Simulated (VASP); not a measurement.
# Cs2AgBiBr6 (Fm-3m) in VASP: a series of runs, part 2 of 3

VASP 6.6.1.

## Step 3: Single point, PBEsol+D3(BJ)

This run uses another cell than the first one, of 33.74 Å³/atom.

File INCAR:

```
SYSTEM = Cs2AgBiBr6
PREC = Accurate
ENCUT = 520
EDIFF = 1E-7
ISMEAR = -1
SIGMA = 0.05
LREAL = .FALSE.
LASPH = .TRUE.
NELM = 60
ALGO = Normal
ISIF = 2
LWAVE = .FALSE.
LCHARG = .FALSE.
GGA = PS
IVDW = 12
NBANDS = 54
```

File KPOINTS:

```
Automatic mesh
0
G
  4 4 4
  0 0 0
```

File POSCAR:

```
Cs2AgBiBr6
1.0
    0.0000000000      5.5256720339      5.5256720339
    5.5256720339      0.0000000000      5.5256720339
    5.5256720339      5.5256720339      0.0000000000
Bi Cs Ag Br
1 2 1 6
Direct
    0.0000000000      0.0000000000      0.0000000000
    0.7500000000      0.7500000000      0.7500000000
    0.2500000000      0.2500000000      0.2500000000
    0.5000000000      0.5000000000      0.5000000000
    0.7452590565      0.7452590565      0.2547409435
    0.2547409435      0.2547409435      0.7452590565
    0.7452590565      0.2547409435      0.2547409435
    0.7452590565      0.2547409435      0.7452590565
    0.2547409435      0.7452590565      0.7452590565
    0.2547409435      0.7452590565      0.2547409435
```

Potentials or basis: VASP PAW PBE potentials, release 64 (Bi_d, Cs_sv, Ag, Br).

Command:

```sh
$ cat potpaw_PBE.64/Bi_d/POTCAR potpaw_PBE.64/Cs_sv/POTCAR potpaw_PBE.64/Ag/POTCAR potpaw_PBE.64/Br/POTCAR > POTCAR
$ mpirun -np 1 vasp_std > vasp.out
```

OUTCAR:

```text
SYSTEM = Cs2AgBiBr6
   PREC = Accurate
   ENCUT = 520
   EDIFF = 1E-7
   ISMEAR = -1
   LREAL = .FALSE.
   LASPH = .TRUE.
   NELM = 60
   ISIF = 2
   GGA = PS
   IVDW = 12
 IVDW          = 12

 ion  position               nearest neighbor table
   1  0.000  0.000  0.000-   5 2.82   6 2.82   7 2.82   8 2.82   9 2.82  10 2.82
   2  0.750  0.750  0.750-
   3  0.250  0.250  0.250-
   4  0.500  0.500  0.500-   5 2.71   6 2.71   7 2.71   8 2.71   9 2.71  10 2.71
   5  0.745  0.745  0.255-   4 2.71   1 2.82
   6  0.255  0.255  0.745-   4 2.71   1 2.82
   7  0.745  0.255  0.255-   4 2.71   1 2.82
   8  0.745  0.255  0.745-   4 2.71   1 2.82
   9  0.255  0.745  0.745-   4 2.71   1 2.82
  10  0.255  0.745  0.255-   4 2.71   1 2.82

  LATTYP: Found a face centered cubic cell.
 ALAT       =    11.0513440678

  Lattice vectors:

 A1 = (   0.0000000000,   5.5256720339,   5.5256720339)
 A2 = (   5.5256720339,   0.0000000000,   5.5256720339)
 A3 = (   5.5256720339,   5.5256720339,   0.0000000000)

Analysis of symmetry for initial positions (statically):
=====================================================================
 Subroutine PRICEL returns:
 Original cell was already a primitive cell.

 Routine SETGRP: Setting up the symmetry group for a
 face centered cubic supercell.

 Subroutine GETGRP returns: Found 48 space group operations
 (whereof 48 operations were pure point group operations)
 out of a pool of 48 trial point group operations.

The static configuration has the point symmetry O_h .

Analysis of symmetry for dynamics (positions and initial velocities):
=====================================================================
 Subroutine PRICEL returns:
 Original cell was already a primitive cell.

 Routine SETGRP: Setting up the symmetry group for a
 face centered cubic supercell.

 Subroutine GETGRP returns: Found 48 space group operations
 (whereof 48 operations were pure point group operations)
 out of a pool of 48 trial point group operations.

The dynamic configuration has the point symmetry O_h .

 Subroutine INISYM returns: Found 48 space group operations
 (whereof 48 operations are pure point group operations),
 and found     1 'primitive' translations

----------------------------------------------------------------------------------------

                                     Primitive cell

  volume of cell :     337.4313

  direct lattice vectors                    reciprocal lattice vectors
     0.000000000  5.525672034  5.525672034    -0.090486731  0.090486731  0.090486731
     5.525672034  0.000000000  5.525672034     0.090486731 -0.090486731  0.090486731
     5.525672034  5.525672034  0.000000000     0.090486731  0.090486731 -0.090486731

  length of vectors
     7.814480332  7.814480332  7.814480332     0.156727616  0.156727616  0.156727616

  position of ions in fractional coordinates (direct lattice)
     0.000000000  0.000000000  0.000000000
     0.750000000  0.750000000  0.750000000
     0.250000000  0.250000000  0.250000000
     0.500000000  0.500000000  0.500000000
[... 51 lines left out ...]
  0.250000  0.250000  0.000000      6.000000
  0.500000  0.250000  0.000000     24.000000
 -0.250000  0.250000  0.000000     12.000000
  0.500000  0.500000  0.000000      3.000000
 -0.250000  0.500000  0.250000      6.000000
   k-points           NKPTS =      8   k-points in BZ     NKDIM =      8   number of bands    NBANDS=     54
   number of dos      NEDOS =    301   number of ions     NIONS =     10
   total plane-waves  NPLWV = 216000
   dimension x,y,z NGX =    60 NGY =   60 NGZ =   60
   dimension x,y,z NGXF=   120 NGYF=  120 NGZF=  120
   ions per type =               1   2   1   6
   NGX,Y,Z   is equivalent  to a cutoff of  12.76, 12.76, 12.76 a.u.
   NGXF,Y,Z  is equivalent  to a cutoff of  25.53, 25.53, 25.53 a.u.
 SYSTEM =  Cs2AgBiBr6
   PREC   = accura    normal or accurate (medium, high low for compatibility)
   ISTART =      0    job   : 0-new  1-cont  2-samecut
   ICHARG =      2    charge: 1-file 2-atom 10-const
   ISPIN  =      1    spin polarized calculation?
   LNONCOLLINEAR =      F non collinear calculations
   LSORBIT =      F    spin-orbit coupling
   LASPH  =      T    aspherical Exc in radial PAW
   ENCUT  =  520.0 eV  38.22 Ry    6.18 a.u.  14.53 14.53 14.53*2*pi/ulx,y,z
   NELM   =     60;   NELMIN=  2; NELMDL= -5     # of ELM steps
   EDIFF  = 0.1E-06   stopping-criterion for ELM
   LREAL  =      F    real-space projection
   EDIFFG = 0.1E-05   stopping-criterion for IOM
   NSW    =      0    number of steps for IOM
   IBRION =     -1    ionic relax: 0-MD 1-quasi-New 2-CG
   NFREE  =      0    steps in history (QN), initial steepest desc. (CG)
   ISIF   =      2    stress and relaxation
   ISYM   =      2    0-nonsym 1-usesym 2-fastsym
   POTIM  = 0.5000    time-step for ionic-motion
   TEBEG  =    0.0;   TEEND  =   0.0 temperature during run
   PSTRESS=    0.0 pullay stress
   NELECT =      86.0000    total number of electrons
   NUPDOWN=      -1.0000    fix difference up-down
   EMIN   =  10.00;   EMAX   =-10.00  energy-range for DOS
   EFERMI =   0.00;   METHOD = LEGACY
   ISMEAR =    -1;   SIGMA  =   0.05  broadening in eV -4-tet -1-fermi 0-gaus
   EFERMI_NEDOS =   21; number of points for ismear=-14 and -15
   IALGO  =     38    algorithm
   IMIX   =      4    mixing-type and parameters
     AMIX     =   0.40;   BMIX     =  1.00
     AMIX_MAG =   1.60;   BMIX_MAG =  1.00
  volume/ion in A,a.u.               =      33.74       227.71
  Fermi-wavevector in a.u.,A,eV,Ry     =   1.037957  1.961454 14.658291  1.077354
  Thomas-Fermi vector in A             =   2.172419
   LORBIT       =      0    0 simple, 1 ext, 2 COOP (PROOUT), +10 PAW based schemes
   GGA     = PS    functional components
   LHFCALC =     F    Hartree Fock is set to
   AEXX    =    0.0000 exact exchange contribution
   IVDW    =    12    specifies the selected vdW correction
   LEPSILON=     F    determine dielectric tensor
   LRPA    =     F    only Hartree local field effects (RPA)
 non-spin polarized calculation
  energy-cutoff  :      520.00
  volume of cell :      337.43
 maximum number of plane-waves:      9185
 NGX is ok and might be reduce to    60
   NGX = 29   NGY = 29   NGZ = 29

 number of electron      86.0000008 magnetization

 Free energy of the ion-electron system (eV)
  ---------------------------------------------------
  ext. energy  EPLUGINS =         0.00000000
  ---------------------------------------------------
  free energy    TOTEN  =       -31.78438562 eV

  energy without entropy =      -31.78438113  energy(sigma->0) =      -31.78438337

 E-fermi :   2.3578     XC(G=0):  -8.5903

 val. band max:        1.8432161071   @ k =   0.5000   0.5000   0.0000
 cond. band min:       2.8767043391   @ k =   0.5000   0.0000   0.0000
 fundamental gap:      1.0334882320
 Fermi energy:         2.3578494237

 k-point     1 :       0.0000    0.0000    0.0000
  band No.  band energies     occupation
      1     -21.3415      2.00000
      2     -21.3415      2.00000
      3     -21.2960      2.00000
      4     -21.2960      2.00000
      5     -21.2960      2.00000
      6     -19.0440      2.00000
[... 445 lines left out ...]
     53       7.6335      0.00000
     54       7.9802      0.00000

------------------------ aborting loop because EDIFF is reached ----------------------------------------

 Edisp (eV)   -2.51495

 E8    (eV) :    -1.7226

  FORCE on cell =-STRESS in cart. coord.  units (eV):
  Direction    XX          YY          ZZ          XY          YZ          ZX
  --------------------------------------------------------------------------------------
  -------------------------------------------------------------------------------------
  Total      -0.24959    -0.24959    -0.24959     0.00000    -0.00000     0.00000
  in kB      -1.18508    -1.18508    -1.18508     0.00000    -0.00000     0.00000
  external pressure =       -1.19 kB  Pullay stress =        0.00 kB

 VOLUME and BASIS-vectors are now :
 -----------------------------------------------------------------------------
  energy-cutoff  :      520.00
  volume of cell :      337.43
      direct lattice vectors                 reciprocal lattice vectors
     0.000000000  5.525672034  5.525672034    -0.090486731  0.090486731  0.090486731
     5.525672034  0.000000000  5.525672034     0.090486731 -0.090486731  0.090486731
     5.525672034  5.525672034  0.000000000     0.090486731  0.090486731 -0.090486731

 POSITION                                       TOTAL-FORCE (eV/Angst)
 -----------------------------------------------------------------------------------
      0.00000      0.00000      0.00000         0.000000      0.000000      0.000000
      8.28851      8.28851      8.28851         0.000000      0.000000      0.000000
      2.76284      2.76284      2.76284        -0.000000     -0.000000     -0.000000
      5.52567      5.52567      5.52567        -0.000000      0.000000     -0.000000
      5.52567      5.52567      8.23611         0.000000      0.000000     -0.008042
      5.52567      5.52567      2.81523         0.000000      0.000000      0.008042
      2.81523      5.52567      5.52567         0.008042      0.000000      0.000000
      5.52567      8.23611      5.52567         0.000000     -0.008042      0.000000
      8.23611      5.52567      5.52567        -0.008042      0.000000      0.000000
      5.52567      2.81523      5.52567         0.000000      0.008042      0.000000
 -----------------------------------------------------------------------------------
    total drift:                               -0.000000     -0.000000      0.000000

  FREE ENERGIE OF THE ION-ELECTRON SYSTEM (eV)
  ---------------------------------------------------
  free  energy   TOTEN  =       -34.2993348241 eV

  energy  without entropy=      -34.2993303334  energy(sigma->0) =      -34.29933258
```

Run time: 100 s. Hardware: 1 thread of Intel Xeon 6975P-C (Granite Rapids), shared host; peak memory 0.59 GiB.

What came out:

```
Free energy                : -34.2993 eV
Pressure                   : -0.1 GPa
Largest force              : 0.008 eV/Å
Band gap on the k mesh     : 1.03 eV (least direct gap 2.34 eV)
Dispersion energy per atom : -0.251 eV
```

Forces on the atoms (eV/Å):
```
Bi   0.000  0.000  0.000
Cs   0.000  0.000  0.000
Cs   0.000  0.000  0.000
Ag   0.000  0.000  0.000
Br   0.000  0.000 -0.008
Br   0.000  0.000  0.008
Br   0.008  0.000  0.000
Br   0.000 -0.008  0.000
Br  -0.008  0.000  0.000
Br   0.000  0.008  0.000
```

Levels at points of the mesh, in eV from the valence-band top:
```tsv
k point	band 40	band 41	band 42	band 43	band 44	band 45	band 46	band 47
(0.00, 0.00, 0.00)	-1.40	-1.40	-0.68	-0.68	1.97	1.97	1.97	3.37
(0.50, 0.00, 0.00)	-1.75	-1.66	-1.38	-1.38	1.03	3.56	3.56	4.72
(0.50, 0.50, 0.00)	-1.79	-1.42	-0.69	0.00	2.54	2.54	2.94	4.58
```

Caveat: three body term missing; the PAW data sets were made with another functional, which shifts forces and pressure a little; spin-orbit coupling is left out, which moves the levels of the heavy elements. A k mesh can miss the band edges.

## Step 4: Single point, PBEsol+D4

This run uses another cell than the first one, of 34.21 Å³/atom.

Changes to INCAR since step 3:

```diff
@@ -8,3 +8,3 @@
 LASPH = .TRUE.
-NELM = 60
+NELM = 100
 ALGO = Normal
@@ -14,3 +14,3 @@
 GGA = PS
-IVDW = 12
+IVDW = 13
 NBANDS = 54
```

File KPOINTS:

```
regular mesh
0
G
  4 4 4
  0 0 0
```

File POSCAR:

```
Cs2AgBiBr6
1.0
    0.0000000000      5.5511308988      5.5511308988
    5.5511308988      0.0000000000      5.5511308988
    5.5511308988      5.5511308988      0.0000000000
Bi Cs Ag Br
1 2 1 6
Direct
    0.0000000000      0.0000000000      0.0000000000
    0.7500000000      0.7500000000      0.7500000000
    0.2500000000      0.2500000000      0.2500000000
    0.5000000000      0.5000000000      0.5000000000
    0.7455481557      0.7455481557      0.2544518443
    0.2544518443      0.2544518443      0.7455481557
    0.7455481557      0.2544518443      0.2544518443
    0.7455481557      0.2544518443      0.7455481557
    0.2544518443      0.7455481557      0.7455481557
    0.2544518443      0.7455481557      0.2544518443
```

Command:

```sh
$ cat potpaw_PBE.64/Bi_d/POTCAR potpaw_PBE.64/Cs_sv/POTCAR potpaw_PBE.64/Ag/POTCAR potpaw_PBE.64/Br/POTCAR > POTCAR
$ mpirun -np 1 vasp_std > vasp.out
```

Run time: 1.7 min. Hardware: 1 thread of Intel Xeon 6975P-C (Granite Rapids), shared host; peak memory 0.58 GiB.

The run converged. Its results:

| Quantity | Value |
| --- | --- |
| Free energy | -33.1877 eV |
| Pressure | 0.0 GPa |
| Largest force | 0.007 eV/Å |
| Band gap on the k mesh | 1.06 eV (least direct gap 2.34 eV) |
| Dispersion energy per atom | -0.138 eV |

Forces in eV/Å, atoms in the order of the input:
```
Bi   0.000  0.000  0.000
Cs   0.000  0.000  0.000
Cs   0.000  0.000  0.000
Ag   0.000  0.000  0.000
Br   0.000  0.000 -0.007
Br   0.000  0.000  0.007
Br   0.007  0.000  0.000
Br   0.000 -0.007  0.000
Br  -0.007  0.000  0.000
Br   0.000  0.007  0.000
```

Levels at points of the mesh, in eV from the valence-band top:
```csv
k point,band 41,band 42,band 43,band 44,band 45,band 46
"(0.00, 0.00, 0.00)",-1.34,-0.66,-0.66,2.01,2.01,2.01
"(0.50, 0.00, 0.00)",-1.61,-1.34,-1.34,1.06,3.55,3.55
"(0.50, 0.50, 0.00)",-1.36,-0.67,0.00,2.56,2.56,2.95
```

Caveat: the PAW data sets were made with another functional, which shifts forces and pressure a little; spin-orbit coupling is left out, which moves the levels of the heavy elements. A k mesh can miss the band edges.

[end of part 2 of 3]
